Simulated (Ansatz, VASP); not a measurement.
# Two plane-wave programs on SiC

Contents of INCAR:

```
SYSTEM = SiC
ALGO = Normal ; EDIFF = 1E-7
ENCUT = 520 ; GGA = PE
ISIF = 2 ; ISMEAR = 0
LASPH = .True. ; LCHARG = .False.
LREAL = .False. ; LWAVE = .False.
NBANDS = 11 ; NELM = 100
PREC = Accurate ; SIGMA = 0.05
```

KPOINTS

```
k-points
0
Gamma
  18 18 18
  0 0 0
```

File POSCAR:

```
SiC
1.0
    0.0000000000      2.0552292463      2.0552292463
    2.0552292463      0.0000000000      2.0552292463
    2.0552292463      2.0552292463      0.0000000000
C Si
1 1
Direct
    0.0000000000      0.0000000000      0.0000000000
    0.5000000000      0.5000000000      0.5000000000
```

Input for Ansatz:

```yaml
crystal:
  lattice:
    - [0.0, 2.0552292463, 2.0552292463]
    - [2.0552292463, 0.0, 2.0552292463]
    - [2.0552292463, 2.0552292463, 0.0]
  atoms:
    - { symbol: C, position: [0.0, 0.0, 0.0] }
    - { symbol: Si, position: [0.5, 0.5, 0.5] }
basis:
  ecutwfc: 420
  ecutrho_ratio: 4
kpoints:
  mp_grid: { grid: [18, 18, 18] }
hamiltonian:
  xc: pbe
scf:
  occupations: { method: gaussian, width: 0.05 }
output:
  forces: true
  stress: true
  eigenvalues: true
```

Alike in both runs: task single point; functional PBE; k mesh 18 × 18 × 18; occupations gaussian, width 0.05 eV; no spin polarisation.

|  | VASP | Ansatz |
| --- | --- | --- |
| version | VASP 6.6.1 | Ansatz 0.2.0 |
| potentials or method | VASP PAW PBE potentials, release 64 (C, Si), cutoff 520 eV | scalar-relativistic, plane waves, PAW |
| valence electrons in the cell | 8 | 8 |

Ansatz gave:

| Property | Result |
| --- | --- |
| gap on the k mesh at the Fermi level (eV) | none |
| pressure (GPa) | -9.0 |

**Question.** Estimate VASP's values.

**Answer.** gap on the k mesh at the Fermi level (eV): none; pressure (GPa): -8.8.

A gap of «none» marks a metal or a gap that the smearing closes.
